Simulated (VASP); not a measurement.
# CoSi2 (MoSi2 type) (I4/mmm) in VASP: a series of runs

Runs on CoSi2 (MoSi2 type). Level: PBE. Tasks: single point, relaxation of cell and atoms.

All numbers are computed with VASP 6.6.1; they aren't measurements. Logs are shortened: lines on timing, memory, paths and dates and some standing lists are left out, and cuts for length are marked.

## 1. The cell of the first run

The structure is tetragonal, space group I4/mmm (No. 139). The conventional cell has a = 3.067 Å, b = 3.067 Å, c = 6.880 Å, α = 90.00°, β = 90.00°, γ = 90.00°. Within 3.0 Å of Co (site symmetry 4/mmm) lie 10 Si at 2.30 to 2.45 Å. Si (site symmetry 4mm) has 5 Si at 2.27 to 2.46 Å and 5 Co at 2.30 to 2.45 Å within 3.0 Å.

## 2. Single point, PBE

Input file INCAR:

```
SYSTEM = CoSi2
PREC = Accurate
ENCUT = 520
EDIFF = 1E-7
ISMEAR = -1
SIGMA = 0.08
LREAL = .FALSE.
LASPH = .TRUE.
NELM = 60
ALGO = Normal
ISIF = 2
LWAVE = .FALSE.
LCHARG = .TRUE.
GGA = PE
LELF = .TRUE.
LVHAR = .TRUE.
NBANDS = 16
```

Input file KPOINTS:

```
Automatic mesh
0
G
  15 15 15
  0 0 0
```

Input file POSCAR:

```
CoSi2
1.0
   -1.5333436303      1.5333436303      3.4401253306
    1.5333436303     -1.5333436303      3.4401253306
    1.5333436303      1.5333436303     -3.4401253306
Co Si
1 2
Direct
    0.0000000000      0.0000000000      0.0000000000
    0.3349333969      0.3349333969      0.0000000000
   -0.3349333969     -0.3349333969      0.0000000000
```

Potentials or basis: VASP PAW PBE potentials, release 64 (Co, Si).

Launch:

```bash
$ cat potpaw_PBE.64/Co/POTCAR potpaw_PBE.64/Si/POTCAR > POTCAR
$ mpirun -np 1 vasp_std > vasp.out
```

OUTCAR:

```text
SYSTEM = CoSi2
   PREC = Accurate
   ENCUT = 520
   EDIFF = 1E-7
   ISMEAR = -1
   LREAL = .FALSE.
   LASPH = .TRUE.
   NELM = 60
   ISIF = 2
   GGA = PE

 ion  position               nearest neighbor table
   1  0.000  0.000  0.000-   2 2.30   3 2.30   3 2.45   2 2.45   3 2.45   3 2.45   3 2.45   2 2.45
                             2 2.45   2 2.45
   2  0.335  0.335  0.000-   3 2.27   1 2.30   1 2.45   1 2.45   1 2.45   1 2.45   3 2.46   3 2.46
                             3 2.46   3 2.46
   3  0.665  0.665  0.000-   2 2.27   1 2.30   1 2.45   1 2.45   1 2.45   1 2.45   2 2.46   2 2.46
                             2 2.46   2 2.46

  LATTYP: Found a body centered tetragonal cell.
 ALAT       =     3.0666872606
 C/A-ratio  =     2.2435449319

  Lattice vectors:

 A1 = (  -1.5333436303,   1.5333436303,   3.4401253306)
 A2 = (   1.5333436303,  -1.5333436303,   3.4401253306)
 A3 = (   1.5333436303,   1.5333436303,  -3.4401253306)

Analysis of symmetry for initial positions (statically):
=====================================================================
 Subroutine PRICEL returns:
 Original cell was already a primitive cell.

 Routine SETGRP: Setting up the symmetry group for a
 body centered tetragonal supercell.

 Subroutine GETGRP returns: Found 16 space group operations
 (whereof 16 operations were pure point group operations)
 out of a pool of 16 trial point group operations.

The static configuration has the point symmetry D_4h.

Analysis of symmetry for dynamics (positions and initial velocities):
=====================================================================
 Subroutine PRICEL returns:
 Original cell was already a primitive cell.

 Routine SETGRP: Setting up the symmetry group for a
 body centered tetragonal supercell.

 Subroutine GETGRP returns: Found 16 space group operations
 (whereof 16 operations were pure point group operations)
 out of a pool of 16 trial point group operations.

The dynamic configuration has the point symmetry D_4h.

 Subroutine INISYM returns: Found 16 space group operations
 (whereof 16 operations are pure point group operations),
 and found     1 'primitive' translations

----------------------------------------------------------------------------------------

                                     Primitive cell

  volume of cell :      32.3529

[... 83 lines left out ...]
   ICHARG =      2    charge: 1-file 2-atom 10-const
   ISPIN  =      1    spin polarized calculation?
   LNONCOLLINEAR =      F non collinear calculations
   LSORBIT =      F    spin-orbit coupling
   LASPH  =      T    aspherical Exc in radial PAW
   ENCUT  =  520.0 eV  38.22 Ry    6.18 a.u.   7.56  7.56  7.56*2*pi/ulx,y,z
   NELM   =     60;   NELMIN=  2; NELMDL= -5     # of ELM steps
   EDIFF  = 0.1E-06   stopping-criterion for ELM
   LREAL  =      F    real-space projection
   EDIFFG = 0.1E-05   stopping-criterion for IOM
   NSW    =      0    number of steps for IOM
   IBRION =     -1    ionic relax: 0-MD 1-quasi-New 2-CG
   NFREE  =      0    steps in history (QN), initial steepest desc. (CG)
   ISIF   =      2    stress and relaxation
   ISYM   =      2    0-nonsym 1-usesym 2-fastsym
   POTIM  = 0.5000    time-step for ionic-motion
   TEBEG  =    0.0;   TEEND  =   0.0 temperature during run
   PSTRESS=    0.0 pullay stress
   NELECT =      17.0000    total number of electrons
   NUPDOWN=      -1.0000    fix difference up-down
   EMIN   =  10.00;   EMAX   =-10.00  energy-range for DOS
   EFERMI =   0.00;   METHOD = LEGACY
   ISMEAR =    -1;   SIGMA  =   0.08  broadening in eV -4-tet -1-fermi 0-gaus
   EFERMI_NEDOS =   21; number of points for ismear=-14 and -15
   IALGO  =     38    algorithm
   IMIX   =      4    mixing-type and parameters
     AMIX     =   0.40;   BMIX     =  1.00
     AMIX_MAG =   1.60;   BMIX_MAG =  1.00
  volume/ion in A,a.u.               =      10.78        72.78
  Fermi-wavevector in a.u.,A,eV,Ry     =   1.321052  2.496427 23.744609  1.745180
  Thomas-Fermi vector in A             =   2.450834
   LORBIT       =      0    0 simple, 1 ext, 2 COOP (PROOUT), +10 PAW based schemes
   GGA     = PE    functional components
   LHFCALC =     F    Hartree Fock is set to
   AEXX    =    0.0000 exact exchange contribution
   IVDW    =     0    specifies the selected vdW correction
   LEPSILON=     F    determine dielectric tensor
   LRPA    =     F    only Hartree local field effects (RPA)
 non-spin polarized calculation
  energy-cutoff  :      520.00
  volume of cell :       32.35
 maximum number of plane-waves:       884
   NGX = 15   NGY = 15   NGZ = 15

 number of electron      17.0000004 magnetization

 Free energy of the ion-electron system (eV)
  ---------------------------------------------------
  ext. energy  EPLUGINS =         0.00000000
  ---------------------------------------------------
  free energy    TOTEN  =       -17.99290073 eV

  energy without entropy =      -17.97049722  energy(sigma->0) =      -17.98169898

 E-fermi :  13.6259     XC(G=0): -12.7345

 val. band max:       13.6117396570   @ k =   0.4667   0.2000  -0.0000
 cond. band min:      13.6383923806   @ k =  -0.2000  -0.4000   0.0667
 fundamental gap:      0.0266527236
 Fermi energy:        13.6259201619

 k-point     1 :       0.0000    0.0000    0.0000
  band No.  band energies     occupation
      1      -2.1246      2.00000
      2       7.0173      2.00000
      3       9.9015      2.00000
      4       9.9015      2.00000
      5      10.2607      2.00000
      6      10.6213      2.00000
[... 433 lines left out ...]
      3       8.2753      2.00000
      4       9.6780      2.00000
      5      10.1074      2.00000
      6      10.3893      2.00000
[... 8 lines left out ...]
     15      21.6629      0.00000
     16      24.7533      0.00000

 [... further k-points ...]
[... 5 lines left out ...]
  --------------------------------------------------------------------------------------
  -------------------------------------------------------------------------------------
  Total        4.8020751      4.8020751      4.8474379      0.0000000      0.0000000      0.0000000
  in kB      237.8079026    237.8079026    240.0543555      0.0000000      0.0000000      0.0000000
  external PRESSURE =     238.5567202 kB  Pullay stress =       0.0000000 kB

 VOLUME and BASIS-vectors are now :
 -----------------------------------------------------------------------------
  energy-cutoff  :      520.00
  volume of cell :       32.35
      direct lattice vectors                 reciprocal lattice vectors
    -1.533343630  1.533343630  3.440125331     0.000000000  0.326084767  0.145343542
     1.533343630 -1.533343630  3.440125331     0.326084767  0.000000000  0.145343542
     1.533343630  1.533343630 -3.440125331     0.326084767  0.326084767  0.000000000

 POSITION                                       TOTAL-FORCE (eV/Angst)
 -----------------------------------------------------------------------------------
      0.00000      0.00000      0.00000        -0.000000     -0.000000      0.000000
      0.00000      0.00000      2.30443         0.000000      0.000000      0.004352
      0.00000      0.00000      4.57582        -0.000000     -0.000000     -0.004352
 -----------------------------------------------------------------------------------
    total drift:                                0.000000      0.000000      0.000000

  FREE ENERGIE OF THE ION-ELECTRON SYSTEM (eV)
  ---------------------------------------------------
  free  energy   TOTEN  =       -17.9929007343 eV

  energy  without entropy=      -17.9704972243  energy(sigma->0) =      -17.98169898
```

OSZICAR:

```text
N       E                     dE             d eps       ncg     rms          rms(c)
DAV:   1     0.602673318978E+02    0.60267E+02   -0.68965E+03  9272   0.105E+03
DAV:   2    -0.167623602966E+02   -0.77030E+02   -0.68709E+02 10384   0.208E+02
DAV:   3    -0.197624131305E+02   -0.30001E+01   -0.29295E+01 11944   0.443E+01
DAV:   4    -0.198109025377E+02   -0.48489E-01   -0.48467E-01 11304   0.533E+00
DAV:   5    -0.198122314889E+02   -0.13290E-02   -0.13289E-02 12472   0.920E-01    0.169E+01
DAV:   6    -0.253486090595E+02   -0.55364E+01   -0.25211E+01  9560   0.117E+02    0.238E+01
DAV:   7    -0.179854039772E+02    0.73632E+01   -0.12655E+01 10576   0.954E+01    0.386E+00
DAV:   8    -0.180222781309E+02   -0.36874E-01   -0.10150E+00 11664   0.831E+00    0.226E+00
DAV:   9    -0.179934570104E+02    0.28821E-01   -0.64152E-02 11760   0.496E+00    0.387E-01
DAV:  10    -0.179930578634E+02    0.39915E-03   -0.36472E-03 14352   0.108E+00    0.169E-01
DAV:  11    -0.179929036080E+02    0.15426E-03   -0.43268E-04 14232   0.399E-01    0.485E-02
DAV:  12    -0.179929018547E+02    0.17532E-05   -0.19506E-05 12152   0.402E-02    0.975E-03
DAV:  13    -0.179929007752E+02    0.10796E-05   -0.17052E-06 14800   0.218E-02    0.461E-03
DAV:  14    -0.179929007343E+02    0.40820E-07   -0.29631E-07 10696   0.407E-03
   1 F= -.17992901E+02 E0= -.17981699E+02  d E =-.224035E-01
```

stdout:

```text
POSCAR found type information on POSCAR CoSi
 POSCAR found :  2 types and       3 ions
 scaLAPACK will be used
 LDA part: xc-table for (Slater+PW92), standard interpolation
 POSCAR, INCAR and KPOINTS ok, starting setup
 FFT: planning ... GRIDC
 FFT: planning ... GRID_SOFT
 FFT: planning ... GRID
 WAVECAR not read
 entering main loop
```

Wall time 1.7 min (1 thread of Intel Xeon 6975P-C (Granite Rapids), shared host); peak memory 0.28 GiB.

Results:

```
Free energy   : -17.9929 eV
Pressure      : 23.9 GPa
Largest force : 0.004 eV/Å
```

Forces on the atoms (eV/Å):
```
Co   0.000  0.000  0.000
Si   0.000  0.000  0.004
Si   0.000  0.000 -0.004
```

Stress tensor (GPa, compression positive):
```
23.78  0.00  0.00
 0.00 23.78  0.00
 0.00  0.00 24.01
```

Spin polarisation is off, so any magnetic state and its effect on volume and gap are missing.

(Continued in part 2 of 2.)
